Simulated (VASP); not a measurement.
# Hf (Im-3m) in VASP: a series of runs

Runs on Hf. Level: PBE. Tasks: single point.

Everything below comes from runs of VASP 6.6.1. Logs are shortened: lines on timing, memory, paths and dates and some standing lists are left out, and cuts for length are marked.

## 1. The cell of the first run

The structure is cubic, space group Im-3m (No. 229). Conventional cell: a = 3.511 Å, b = 3.511 Å, c = 3.511 Å, α = 90.00°, β = 90.00°, γ = 90.00°. Within 4.0 Å of Hf (site symmetry m-3m) lie 14 Hf at 3.04 to 3.51 Å.

## 2. Single point, PBE

Contents of INCAR:

```
ALGO = Normal
EDIFF = 1E-7
ENCUT = 520
GGA = PE
ISIF = 2
ISMEAR = -1
LASPH = T
LCHARG = T
LELF = T
LREAL = F
LVHAR = T
LWAVE = F
NBANDS = 11
NELM = 60
PREC = Accurate
SIGMA = 0.1
```

Contents of KPOINTS:

```
k-points
0
Gamma
  9 9 9
```

Contents of POSCAR:

```
Hf
1.0
   -1.7555228313      1.7555228313      1.7555228313
    1.7555228313     -1.7555228313      1.7555228313
    1.7555228313      1.7555228313     -1.7555228313
Hf
1
Direct
    0.0000000000      0.0000000000      0.0000000000
```

Potentials or basis: VASP PAW PBE potentials, release 64 (Hf_pv).

Run with:

```sh
cat potpaw_PBE.64/Hf_pv/POTCAR > POTCAR
mpirun -np 1 vasp_std > vasp.out
```

OUTCAR:

```text
EDIFF = 1E-7
   ENCUT = 520
   GGA = PE
   ISIF = 2
   ISMEAR = -1
   LASPH = T
   LREAL = F
   NELM = 60
   PREC = Accurate

 ion  position               nearest neighbor table
   1  0.000  0.000  0.000-

  LATTYP: Found a body centered cubic cell.
 ALAT       =     3.5110456626

  Lattice vectors:

 A1 = (  -1.7555228313,   1.7555228313,   1.7555228313)
 A2 = (   1.7555228313,  -1.7555228313,   1.7555228313)
 A3 = (   1.7555228313,   1.7555228313,  -1.7555228313)

Analysis of symmetry for initial positions (statically):
=====================================================================
 Subroutine PRICEL returns:
 Original cell was already a primitive cell.

 Routine SETGRP: Setting up the symmetry group for a
 body centered cubic supercell.

 Subroutine GETGRP returns: Found 48 space group operations
 (whereof 48 operations were pure point group operations)
 out of a pool of 48 trial point group operations.

The static configuration has the point symmetry O_h .

Analysis of symmetry for dynamics (positions and initial velocities):
=====================================================================
 Subroutine PRICEL returns:
 Original cell was already a primitive cell.

 Routine SETGRP: Setting up the symmetry group for a
 body centered cubic supercell.

 Subroutine GETGRP returns: Found 48 space group operations
 (whereof 48 operations were pure point group operations)
 out of a pool of 48 trial point group operations.

The dynamic configuration has the point symmetry O_h .

 Subroutine INISYM returns: Found 48 space group operations
 (whereof 48 operations are pure point group operations),
 and found     1 'primitive' translations

----------------------------------------------------------------------------------------

                                     Primitive cell

  volume of cell :      21.6411

  direct lattice vectors                    reciprocal lattice vectors
    -1.755522831  1.755522831  1.755522831     0.000000000  0.284815436  0.284815436
     1.755522831 -1.755522831  1.755522831     0.284815436  0.000000000  0.284815436
     1.755522831  1.755522831 -1.755522831     0.284815436  0.284815436  0.000000000

  length of vectors
     3.040654738  3.040654738  3.040654738     0.402789852  0.402789852  0.402789852

  position of ions in fractional coordinates (direct lattice)
     0.000000000  0.000000000  0.000000000

  ion indices of the primitive-cell ions
   primitive index   ion index
                 1           1

----------------------------------------------------------------------------------------

 KPOINTS: k-points

Automatic generation of k-mesh.
 Grid dimensions read from file:
 generate k-points for:    9    9    9

 Generating k-lattice:

  Cartesian coordinates                     Fractional coordinates (reciprocal lattice)
     0.000000000  0.031646160  0.031646160     0.111111111  0.000000000  0.000000000
     0.031646160  0.000000000  0.031646160     0.000000000  0.111111111  0.000000000
     0.031646160  0.031646160  0.000000000     0.000000000  0.000000000  0.111111111

  Length of vectors
     0.044754428  0.044754428  0.044754428

  Shift w.r.t. Gamma in fractional coordinates (k-lattice)
     0.000000000  0.000000000  0.000000000

 Subroutine IBZKPT returns following result:
 ===========================================

 Found     35 irreducible k-points:

 Following reciprocal coordinates:
            Coordinates               Weight
  0.000000  0.000000  0.000000      1.000000
  0.111111  0.000000  0.000000     12.000000
  0.222222  0.000000  0.000000     12.000000
  0.333333  0.000000  0.000000     12.000000
  0.444444  0.000000  0.000000     12.000000
  0.111111  0.111111  0.000000     24.000000
[... 16 lines left out ...]
 -0.333333  0.444444  0.111111     48.000000
 -0.444444 -0.444444  0.111111     24.000000
 [... further k-points ...]
   k-points           NKPTS =     35   k-points in BZ     NKDIM =     35   number of bands    NBANDS=     11
   number of dos      NEDOS =    301   number of ions     NIONS =      1
   total plane-waves  NPLWV =  13824
   dimension x,y,z NGX =    24 NGY =   24 NGZ =   24
   dimension x,y,z NGXF=    48 NGYF=   48 NGZF=   48
   ions per type =               1
   NGX,Y,Z   is equivalent  to a cutoff of  13.12, 13.12, 13.12 a.u.
   NGXF,Y,Z  is equivalent  to a cutoff of  26.24, 26.24, 26.24 a.u.
 SYSTEM =  unknown system
   PREC   = accura    normal or accurate (medium, high low for compatibility)
   ISTART =      0    job   : 0-new  1-cont  2-samecut
   ICHARG =      2    charge: 1-file 2-atom 10-const
   ISPIN  =      1    spin polarized calculation?
   LNONCOLLINEAR =      F non collinear calculations
   LSORBIT =      F    spin-orbit coupling
   LASPH  =      T    aspherical Exc in radial PAW
   ENCUT  =  520.0 eV  38.22 Ry    6.18 a.u.   5.65  5.65  5.65*2*pi/ulx,y,z
   NELM   =     60;   NELMIN=  2; NELMDL= -5     # of ELM steps
   EDIFF  = 0.1E-06   stopping-criterion for ELM
   LREAL  =      F    real-space projection
   EDIFFG = 0.1E-05   stopping-criterion for IOM
   NSW    =      0    number of steps for IOM
   IBRION =     -1    ionic relax: 0-MD 1-quasi-New 2-CG
   NFREE  =      0    steps in history (QN), initial steepest desc. (CG)
   ISIF   =      2    stress and relaxation
   ISYM   =      2    0-nonsym 1-usesym 2-fastsym
   POTIM  = 0.5000    time-step for ionic-motion
   TEBEG  =    0.0;   TEEND  =   0.0 temperature during run
   PSTRESS=    0.0 pullay stress
   NELECT =      10.0000    total number of electrons
   NUPDOWN=      -1.0000    fix difference up-down
   EMIN   =  10.00;   EMAX   =-10.00  energy-range for DOS
   EFERMI =   0.00;   METHOD = LEGACY
   ISMEAR =    -1;   SIGMA  =   0.10  broadening in eV -4-tet -1-fermi 0-gaus
   EFERMI_NEDOS =   21; number of points for ismear=-14 and -15
   IALGO  =     38    algorithm
   IMIX   =      4    mixing-type and parameters
     AMIX     =   0.40;   BMIX     =  1.00
     AMIX_MAG =   1.60;   BMIX_MAG =  1.00
  volume/ion in A,a.u.               =      21.64       146.04
  Fermi-wavevector in a.u.,A,eV,Ry     =   1.265654  2.391739 21.794903  1.601880
  Thomas-Fermi vector in A             =   2.398896
   LORBIT       =      0    0 simple, 1 ext, 2 COOP (PROOUT), +10 PAW based schemes
   GGA     = PE    functional components
   LHFCALC =     F    Hartree Fock is set to
   AEXX    =    0.0000 exact exchange contribution
   IVDW    =     0    specifies the selected vdW correction
   LEPSILON=     F    determine dielectric tensor
   LRPA    =     F    only Hartree local field effects (RPA)
 non-spin polarized calculation
  energy-cutoff  :      520.00
  volume of cell :       21.64
 maximum number of plane-waves:       603
   NGX = 11   NGY = 11   NGZ = 11

 number of electron      10.0000000 magnetization

 number of electron       9.9999999 magnetization

 Free energy of the ion-electron system (eV)
  ---------------------------------------------------
  ext. energy  EPLUGINS =         0.00000000
  ---------------------------------------------------
  free energy    TOTEN  =        -9.76545071 eV

  energy without entropy =       -9.69732836  energy(sigma->0) =       -9.73138954

 E-fermi :   4.8073     XC(G=0): -11.4340

 val. band max:        4.7652986082   @ k =  -0.4444   0.4444   0.1111
 cond. band min:       4.8291199934   @ k =   0.3333   0.2222  -0.0000
 fundamental gap:      0.0638213852
 Fermi energy:         4.8072977612

 k-point     1 :       0.0000    0.0000    0.0000
  band No.  band energies     occupation
      1     -24.8962      2.00000
      2     -24.8962      2.00000
      3     -24.8962      2.00000
      4      -2.3413      2.00000
      5       6.3602      0.00000
      6       6.3602      0.00000
      7       6.3602      0.00000
      8       9.2369      0.00000
      9       9.2369      0.00000
     10      18.2463      0.00000
     11      18.2463      0.00000

 k-point     2 :       0.1111    0.0000    0.0000
  band No.  band energies     occupation
      1     -25.0109      2.00000
      2     -24.9317      2.00000
      3     -24.8968      2.00000
      4      -1.8745      2.00000
      5       6.0392      0.00001
      6       6.1995      0.00000
      7       6.8266      0.00000
      8       8.7982      0.00000
      9       9.2358      0.00000
     10      18.1982      0.00000
     11      18.6627      0.00000

 k-point     3 :       0.2222    0.0000    0.0000
  band No.  band energies     occupation
      1     -25.2912      2.00000
      2     -25.0204      2.00000
      3     -24.8983      2.00000
      4      -0.6495      2.00000
      5       5.3404      0.00963
      6       5.5310      0.00144
      7       8.1738      0.00000
      8       8.6407      0.00000
      9       9.3325      0.00000
     10      18.1937      0.00000
     11      18.7584      0.00000

 k-point     4 :       0.3333    0.0000    0.0000
  band No.  band energies     occupation
      1     -25.5943      2.00000
      2     -25.1193      2.00000
      3     -24.9000      2.00000
      4       0.7017      2.00000
      5       4.6805      1.56078
      6       5.1272      0.07841
      7       9.0249      0.00000
      8       9.6498      0.00000
      9      10.2114      0.00000
     10      17.0871      0.00000
     11      17.6871      0.00000

 k-point     5 :       0.4444    0.0000    0.0000
  band No.  band energies     occupation
      1     -25.7841      2.00000
      2     -25.1828      2.00000
      3     -24.9012      2.00000
      4       1.2841      2.00000
      5       4.3030      1.98717
      6       5.7801      0.00012
      7       9.1345      0.00000
      8      10.0476      0.00000
      9      12.2983      0.00000
     10      15.6501      0.00000
     11      15.7279      0.00000

 k-point     6 :       0.1111    0.1111    0.0000
  band No.  band energies     occupation
      1     -25.2036      2.00000
      2     -24.9724      2.00000
      3     -24.9238      2.00000
      4      -1.0159      2.00000
      5       5.6176      0.00060
      6       5.6463      0.00045
      7       7.7965      0.00000
      8       8.3600      0.00000
      9       9.4775      0.00000
     10      18.1958      0.00000
     11      19.3375      0.00000

 k-point     7 :       0.2222    0.1111    0.0000
  band No.  band energies     occupation
      1     -25.4705      2.00000
      2     -25.0800      2.00000
      3     -24.9360      2.00000
      4       0.3757      2.00000
      5       4.8740      0.67812
      6       5.0503      0.16177
      7       8.4629      0.00000
      8       9.5565      0.00000
      9       9.8075      0.00000
     10      17.9420      0.00000
     11      18.2260      0.00000

 k-point     8 :       0.3333    0.1111    0.0000
  band No.  band energies     occupation
      1     -25.6903      2.00000
      2     -25.1846      2.00000
      3     -24.9402      2.00000
      4       1.4501      2.00000
      5       4.4370      1.95188
      6       5.0706      0.13414
      7       8.9126      0.00000
      8      10.0246      0.00000
      9      11.7223      0.00000
     10      15.9407      0.00000
     11      17.1113      0.00000
[... 141 lines left out ...]
 k-point    19 :      -0.2222    0.2222    0.1111
  band No.  band energies     occupation
      1     -25.2888      2.00000
      2     -25.0583      2.00000
      3     -24.9856      2.00000
      4      -0.2323      2.00000
      5       5.5976      0.00074
      6       5.7265      0.00020
      7       7.3016      0.00000
      8       8.0153      0.00000
      9      10.0901      0.00000
     10      18.1814      0.00000
     11      18.7171      0.00000

 k-point    20 :      -0.3333    0.3333    0.1111
  band No.  band energies     occupation
      1     -25.5740      2.00000
      2     -25.1591      2.00000
      3     -24.9826      2.00000
      4       1.1120      2.00000
      5       4.8355      0.85991
      6       5.1205      0.08359
      7       7.9313      0.00000
      8      10.0512      0.00000
      9      10.1447      0.00000
     10      16.7885      0.00000
     11      18.2028      0.00000

 k-point    21 :      -0.2222    0.3333    0.1111
  band No.  band energies     occupation
      1     -25.4752      2.00000
      2     -25.1675      2.00000
      3     -25.0367      2.00000
      4       1.0508      2.00000
      5       4.7216      1.40411
      6       5.6581      0.00040
      7       7.2839      0.00000
      8       9.3404      0.00000
      9      10.2280      0.00000
     10      17.2557      0.00000
     11      18.2119      0.00000

 k-point    22 :      -0.4444    0.4444    0.1111
  band No.  band energies     occupation
      1     -25.7539      2.00000
      2     -25.2239      2.00000
      3     -24.9798      2.00000
      4       1.7129      2.00000
      5       4.7653      1.20696
      6       5.0923      0.10938
      7       8.0844      0.00000
      8      10.5985      0.00000
      9      12.1723      0.00000
     10      15.5939      0.00000
     11      17.3864      0.00000

 k-point    23 :      -0.3333    0.4444    0.1111
  band No.  band energies     occupation
      1     -25.6485      2.00000
      2     -25.2836      2.00000
      3     -25.0430      2.00000
      4       2.1602      2.00000
      5       4.1867      1.99597
      6       5.2890      0.01605
      7       7.8733      0.00000
      8       9.9299      0.00000
      9      11.8063      0.00000
     10      15.9690      0.00000
     11      18.2080      0.00000

 k-point    24 :      -0.4444   -0.4444    0.1111
  band No.  band energies     occupation
      1     -25.7164      2.00000
      2     -25.3308      2.00000
      3     -25.0424      2.00000
      4       2.4203      2.00000
      5       4.5291      1.88335
      6       4.8502      0.78860
      7       7.8385      0.00000
      8      10.7257      0.00000
      9      13.3420      0.00000
     10      14.4868      0.00000
     11      17.8737      0.00000

 [... further k-points ...]
[... 5 lines left out ...]
  --------------------------------------------------------------------------------------
  -------------------------------------------------------------------------------------
  Total        0.4024155      0.4024155      0.4024155      0.0000000      0.0000000      0.0000000
  in kB       29.7924228     29.7924228     29.7924228      0.0000000      0.0000000      0.0000000
  external PRESSURE =      29.7924228 kB  Pullay stress =       0.0000000 kB

 VOLUME and BASIS-vectors are now :
 -----------------------------------------------------------------------------
  energy-cutoff  :      520.00
  volume of cell :       21.64
      direct lattice vectors                 reciprocal lattice vectors
    -1.755522831  1.755522831  1.755522831     0.000000000  0.284815436  0.284815436
     1.755522831 -1.755522831  1.755522831     0.284815436  0.000000000  0.284815436
     1.755522831  1.755522831 -1.755522831     0.284815436  0.284815436  0.000000000

 POSITION                                       TOTAL-FORCE (eV/Angst)
 -----------------------------------------------------------------------------------
      0.00000      0.00000      0.00000         0.000000      0.000000      0.000000
 -----------------------------------------------------------------------------------
    total drift:                                0.000000      0.000000      0.000000

  FREE ENERGIE OF THE ION-ELECTRON SYSTEM (eV)
  ---------------------------------------------------
  free  energy   TOTEN  =        -9.7654507118 eV

  energy  without entropy=       -9.6973283619  energy(sigma->0) =       -9.73138954
```

Wall time 3.3 s (1 thread of Intel Xeon 6975P-C (Granite Rapids), shared host); peak memory 0.13 GiB.

What came out:

```yaml
Free_energy: -9.7655 eV
Pressure: 3.0 GPa
Band_gap_on_the_k_mesh: zero (band 5 reaches 6.36 eV, above the bottom of band 6 at 4.10 eV)
```

Caveat: spin-orbit coupling is left out, which moves the levels of the heavy elements.

## 3. Single point, PBE

This run uses another cell than the first one, of 22.27 Å³/atom, 1.029 times its volume.

Edit INCAR of step 2 so:

```diff
@@ -1,3 +1,3 @@
 ALGO = Normal
-EDIFF = 1E-7
+EDIFF = 1E-6
 ENCUT = 520
@@ -13,3 +13,3 @@
 NBANDS = 11
-NELM = 60
+NELM = 100
 PREC = Accurate
```

KPOINTS is that of step 2.

Contents of POSCAR:

```
Hf
1.0
   -1.7723231137      1.7723231137      1.7723231137
    1.7723231137     -1.7723231137      1.7723231137
    1.7723231137      1.7723231137     -1.7723231137
Hf
1
Direct
    0.0000000000      0.0000000000      0.0000000000
```

Potentials or basis: VASP PAW PBE potentials, release 64 (Hf_pv).

Run with:

```sh
cat potpaw_PBE.64/Hf_pv/POTCAR > POTCAR
mpirun -np 1 vasp_std > vasp.out
```

Wall time 3.2 s (1 thread of Intel Xeon 6975P-C (Granite Rapids), shared host); peak memory 0.14 GiB.

Results (log left out):

* Free energy: -9.7714 eV
* Pressure: 0.0 GPa
* Band gap on the k mesh: zero (band 5 reaches 6.14 eV, above the bottom of band 6 at 3.88 eV)

Levels at points of the mesh, in eV from the Fermi level:
```tsv
k point	band 2	band 3	band 4	band 5	band 6	band 7	band 8	band 9
(0.00, 0.00, 0.00)	-29.82	-29.82	-7.06	1.53	1.53	1.53	4.32	4.32
```

Caveat: spin-orbit coupling is left out, which moves the levels of the heavy elements.

## 4. Single point, PBE

This run uses another cell than the first one, of 22.90 Å³/atom, 1.058 times its volume.

Contents of INCAR:

```
PREC = Accurate
ENCUT = 520
EDIFF = 1E-7
ISMEAR = -1
SIGMA = 0.1
LREAL = False
LASPH = True
NELM = 80
ALGO = Normal
ISIF = 2
LWAVE = False
LCHARG = True
GGA = PE
LELF = True
LVHAR = True
NBANDS = 11
```

Contents of KPOINTS:

```
Automatic mesh
0
Gamma
  9 9 9
```

Contents of POSCAR:

```
Hf
1.0
   -1.7888107871      1.7888107871      1.7888107871
    1.7888107871     -1.7888107871      1.7888107871
    1.7888107871      1.7888107871     -1.7888107871
Hf
1
Direct
    0.0000000000      0.0000000000      0.0000000000
```

Run with:

```sh
cat potpaw_PBE.64/Hf_pv/POTCAR > POTCAR
mpirun -np 1 vasp_std > vasp.out
```

It took 3.3 s on 1 thread of Intel Xeon 6975P-C (Granite Rapids), shared host; peak memory 0.14 GiB.

Results (log left out):

```
Free energy            : -9.7664 eV
Pressure               : -2.6 GPa
Band gap on the k mesh : zero (band 5 reaches 5.93 eV, above the bottom of band 6 at 3.70 eV)
```

Levels at points of the mesh, in eV from the Fermi level:
| k point | band 1 | band 2 | band 3 | band 4 | band 5 | band 6 | band 7 | band 8 | band 9 | band 10 |
| --- | --- | --- | --- | --- | --- | --- | --- | --- | --- | --- |
| (0.00, 0.00, 0.00) | -29.94 | -29.94 | -29.94 | -6.97 | 1.50 | 1.50 | 1.50 | 4.21 | 4.21 | 13.16 |

Caveat: spin-orbit coupling is left out, which moves the levels of the heavy elements.

[end of part 1 of 2]
